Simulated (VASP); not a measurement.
# Mo (Im-3m) in VASP: relaxation of cell and atoms with r2SCAN

Aim: the relaxation of cell and atoms of Mo with r2SCAN.

All numbers are computed with VASP 6.6.1; they aren't measurements. Logs are shortened: lines on timing, memory, paths and dates and some standing lists are left out, and cuts for length are marked.

### Step 1. The cell of the first run

Symmetry: Im-3m, No. 229, cubic system. Conventional cell: a = 3.168 Å, b = 3.168 Å, c = 3.168 Å, α = 90.00°, β = 90.00°, γ = 90.00°. Mo (site symmetry m-3m) has 14 Mo at 2.74 to 3.17 Å within 3.6 Å.

### Step 2. Relaxation of cell and atoms, r2SCAN

File POSCAR:

```
Mo
1.0
   -1.5838089700      1.5838089700      1.5838089700
    1.5838089700     -1.5838089700      1.5838089700
    1.5838089700      1.5838089700     -1.5838089700
Mo
1
Direct
    0.0000000000      0.0000000000      0.0000000000
```

File INCAR.step1:

```
ALGO = Normal ; EDIFF = 1E-4
ENCUT = 600 ; GGA = PE
ISMEAR = 0 ; LASPH = T
LCHARG = F ; LREAL = F
LWAVE = T ; NELM = 60
PREC = Accurate ; SIGMA = 0.1
```

File INCAR.step2:

```
ALGO = Normal ; EDIFF = 1E-6
EDIFFG = -0.002 ; ENCUT = 600
IBRION = 2 ; ISIF = 3
ISMEAR = 0 ; ISTART = 1
LASPH = T ; LCHARG = F
LMIXTAU = T ; LREAL = F
LWAVE = F ; METAGGA = R2SCAN
NELM = 60 ; NSW = 100
PREC = Accurate ; SIGMA = 0.1
```

File KPOINTS:

```
k-points
0
Gamma
  18 18 18
```

Potentials or basis: VASP PAW PBE potentials, release 64 (Mo_sv).

Run with:

```bash
$ cat potpaw_PBE.64/Mo_sv/POTCAR > POTCAR
$ cp INCAR.step1 INCAR
$ mpirun -np 1 vasp_std > vasp.out
$ cp INCAR.step2 INCAR
$ mpirun -np 1 vasp_std > vasp.out
```

OUTCAR:

```text
EDIFF = 1E-6
   EDIFFG = -0.002
   ENCUT = 600
   IBRION = 2
   ISIF = 3
   ISMEAR = 0
   ISTART = 1
   LASPH = T
   LREAL = F
   METAGGA = R2SCAN
   NELM = 60
   NSW = 100
   PREC = Accurate

 ion  position               nearest neighbor table
   1  0.000  0.000  0.000-

  LATTYP: Found a body centered cubic cell.
 ALAT       =     3.1676179400

  Lattice vectors:

 A1 = (  -1.5838089700,   1.5838089700,   1.5838089700)
 A2 = (   1.5838089700,  -1.5838089700,   1.5838089700)
 A3 = (   1.5838089700,   1.5838089700,  -1.5838089700)

Analysis of symmetry for initial positions (statically):
=====================================================================
 Subroutine PRICEL returns:
 Original cell was already a primitive cell.

 Routine SETGRP: Setting up the symmetry group for a
 body centered cubic supercell.

 Subroutine GETGRP returns: Found 48 space group operations
 (whereof 48 operations were pure point group operations)
 out of a pool of 48 trial point group operations.

The static configuration has the point symmetry O_h .

Analysis of symmetry for dynamics (positions and initial velocities):
=====================================================================
 Subroutine PRICEL returns:
 Original cell was already a primitive cell.

 Routine SETGRP: Setting up the symmetry group for a
 body centered cubic supercell.

 Subroutine GETGRP returns: Found 48 space group operations
 (whereof 48 operations were pure point group operations)
 out of a pool of 48 trial point group operations.

The dynamic configuration has the point symmetry O_h .

 Subroutine INISYM returns: Found 48 space group operations
 (whereof 48 operations are pure point group operations),
 and found     1 'primitive' translations

----------------------------------------------------------------------------------------

                                     Primitive cell

  volume of cell :      15.8916

  direct lattice vectors                    reciprocal lattice vectors
    -1.583808970  1.583808970  1.583808970     0.000000000  0.315694638  0.315694638
     1.583808970 -1.583808970  1.583808970     0.315694638  0.000000000  0.315694638
     1.583808970  1.583808970 -1.583808970     0.315694638  0.315694638  0.000000000

  length of vectors
[... 98 lines left out ...]
   IMIX   =      4    mixing-type and parameters
     AMIX     =   0.40;   BMIX     =  1.00
     AMIX_MAG =   1.60;   BMIX_MAG =  1.00
  volume/ion in A,a.u.               =      15.89       107.24
  Fermi-wavevector in a.u.,A,eV,Ry     =   1.569380  2.965698 33.510508  2.462953
  Thomas-Fermi vector in A             =   2.671271
   LORBIT       =      0    0 simple, 1 ext, 2 COOP (PROOUT), +10 PAW based schemes
   METAGGA = R2SCAN    functional components
   LHFCALC =     F    Hartree Fock is set to
   AEXX    =    0.0000 exact exchange contribution
   IVDW    =     0    specifies the selected vdW correction
   LEPSILON=     F    determine dielectric tensor
   LRPA    =     F    only Hartree local field effects (RPA)
 conjugate gradient relaxation of ions
 non-spin polarized calculation
 Gauss-broadening in eV      SIGMA  =   0.10
  energy-cutoff  :      600.00
  volume of cell :       15.89
 maximum number of plane-waves:       555
 NGX is ok and might be reduce to    24
   NGX = 11   NGY = 11   NGZ = 11

--------------------------------------- Ionic step        1  -------------------------------------------

 number of electron      14.0000002 magnetization

 Free energy of the ion-electron system (eV)
  ---------------------------------------------------
  ext. energy  EPLUGINS =         0.00000000
  ---------------------------------------------------
  free energy    TOTEN  =       -26.07376814 eV

  energy without entropy =      -26.07088898  energy(sigma->0) =      -26.07232856

------------------------ aborting loop because EDIFF is reached ----------------------------------------

  FORCE on cell =-STRESS in cart. coord.  units (eV):
  Direction    XX          YY          ZZ          XY          YZ          ZX
  --------------------------------------------------------------------------------------
  -------------------------------------------------------------------------------------
  Total       -0.3223182     -0.3223182     -0.3223182      0.0000000      0.0000000      0.0000000
  in kB      -32.4957870    -32.4957870    -32.4957870      0.0000000      0.0000000      0.0000000
  external PRESSURE =     -32.4957870 kB  Pullay stress =       0.0000000 kB
[... 92 lines left out ...]
--------------------------------------- Ionic step        4  -------------------------------------------

 number of electron      14.0000002 magnetization

 Free energy of the ion-electron system (eV)
  ---------------------------------------------------
  ext. energy  EPLUGINS =         0.00000000
  ---------------------------------------------------
  free energy    TOTEN  =       -26.07577073 eV

  energy without entropy =      -26.07292890  energy(sigma->0) =      -26.07434981

 E-fermi :  12.4949     XC(G=0): -14.6120

 val. band max:       12.4897997002   @ k =  -0.3889   0.4444   0.2778
 cond. band min:      12.5229225535   @ k =   0.3889   0.1111   0.0556
 fundamental gap:      0.0331228533
 Fermi energy:        12.4949152769

 k-point     1 :       0.0000    0.0000    0.0000
  band No.  band energies     occupation
      1     -50.7407      2.00000
      2     -23.2227      2.00000
      3     -23.2227      2.00000
      4     -23.2227      2.00000
      5       4.8333      2.00000
      6      11.0681      2.00000
      7      11.0681      2.00000
      8      11.0681      2.00000
      9      14.3889      0.00000
     10      14.3889      0.00000
     11      27.9728      0.00000
[... 309 lines left out ...]
 k-point    24 :       0.3889    0.1111   -0.0000
  band No.  band energies     occupation
      1     -50.4523      2.00000
      2     -24.6175      2.00000
      3     -23.7355      2.00000
      4     -23.2991      2.00000
      5       7.3421      2.00000
      6       9.0813      2.00000
      7      12.4507      1.46832
      8      14.2179      0.00000
      9      15.4035      0.00000
     10      18.0534      0.00000
     11      24.7501      0.00000

 [... further k-points ...]

------------------------ aborting loop because EDIFF is reached ----------------------------------------

  FORCE on cell =-STRESS in cart. coord.  units (eV):
  Direction    XX          YY          ZZ          XY          YZ          ZX
  --------------------------------------------------------------------------------------
  -------------------------------------------------------------------------------------
  Total        0.0010390      0.0010390      0.0010390      0.0000000      0.0000000      0.0000000
  in kB        0.1060624      0.1060624      0.1060624      0.0000000      0.0000000      0.0000000
  external PRESSURE =       0.1060624 kB  Pullay stress =       0.0000000 kB
[... 16 lines left out ...]
  FREE ENERGIE OF THE ION-ELECTRON SYSTEM (eV)
  ---------------------------------------------------
  free  energy   TOTEN  =       -26.0757707280 eV

  energy  without entropy=      -26.0729289004  energy(sigma->0) =      -26.07434981

 reached required accuracy - stopping structural energy minimisation
```

OUTCAR.step1:

```text
EDIFF = 1E-4
   ENCUT = 600
   GGA = PE
   ISMEAR = 0
   LASPH = T
[... 552 lines left out ...]

 POSITION                                       TOTAL-FORCE (eV/Angst)
 -----------------------------------------------------------------------------------
      0.00000      0.00000      0.00000         0.000000     -0.000000      0.000000
 -----------------------------------------------------------------------------------
    total drift:                                0.000000      0.000000      0.000000

  FREE ENERGIE OF THE ION-ELECTRON SYSTEM (eV)
  ---------------------------------------------------
  free  energy   TOTEN  =       -10.9348216664 eV

  energy  without entropy=      -10.9320870156  energy(sigma->0) =      -10.93345434
```

OSZICAR.step1:

```text
N       E                     dE             d eps       ncg     rms          rms(c)
DAV:   1     0.987971631598E+02    0.98797E+02   -0.89329E+03  4333   0.145E+03
DAV:   2    -0.101287385030E+02   -0.10893E+03   -0.10537E+03  4658   0.361E+02
DAV:   3    -0.116025996659E+02   -0.14739E+01   -0.14602E+01  4921   0.417E+01
DAV:   4    -0.116066999654E+02   -0.41003E-02   -0.40995E-02  4716   0.260E+00
DAV:   5    -0.116067235163E+02   -0.23551E-04   -0.23551E-04  4903   0.190E-01    0.142E+01
DAV:   6    -0.110166616297E+02    0.59006E+00   -0.10659E+00  4614   0.124E+01    0.373E+00
DAV:   7    -0.109384867283E+02    0.78175E-01   -0.21046E-01  5003   0.515E+00    0.970E-01
DAV:   8    -0.109347514573E+02    0.37353E-02   -0.42145E-03  4479   0.937E-01    0.189E-01
DAV:   9    -0.109348216664E+02   -0.70209E-04   -0.97185E-05  3106   0.146E-01
   1 F= -.10934822E+02 E0= -.10933454E+02  d E =-.273465E-02
```

Run time: 3.2 min. Hardware: 1 thread of Intel Xeon Platinum 8488C (Sapphire Rapids), shared host; peak memory 0.18 GiB.

What came out:

| Item | Value |
| --- | --- |
| Free energy | -26.0758 eV |
| Relaxed volume | 15.70 Å³/atom |
| Relaxed cell | a = 2.732 Å, b = 2.732 Å, c = 2.732 Å, α = 109.47°, β = 109.47°, γ = 109.47° |
| Space group after relaxing (to 0.1 Å) | Im-3m (No. 229) |
| Energy gained by relaxing | 2.0 meV/atom |
| Ionic steps | 4 |
| Pressure after relaxing | 0.0 GPa |
| Band gap on the k mesh | zero (bands 7 and 8 overlap by 5.53 eV) |

The path:
```tsv
step	energy change (eV)	largest force (eV/Å)	pressure (GPa)	volume (Å³)
1	0.0000	0.0000	-3.25	15.89
2	0.0144	0.0000	10.11	15.16
3	-0.0020	0.0000	-0.04	15.70
4	-0.0020	0.0000	0.01	15.70
```

Final structure:
```
Mo
1.0
    -1.57726    1.57726    1.57726
     1.57726   -1.57726    1.57726
     1.57726    1.57726   -1.57726
Mo
1
Direct
  0.00000 0.00000 0.00000
```

Caveat: the PAW data sets were made with another functional, which shifts forces and pressure a little.

The gap in the log of VASP goes by the Fermi energy; the results here count the filled bands.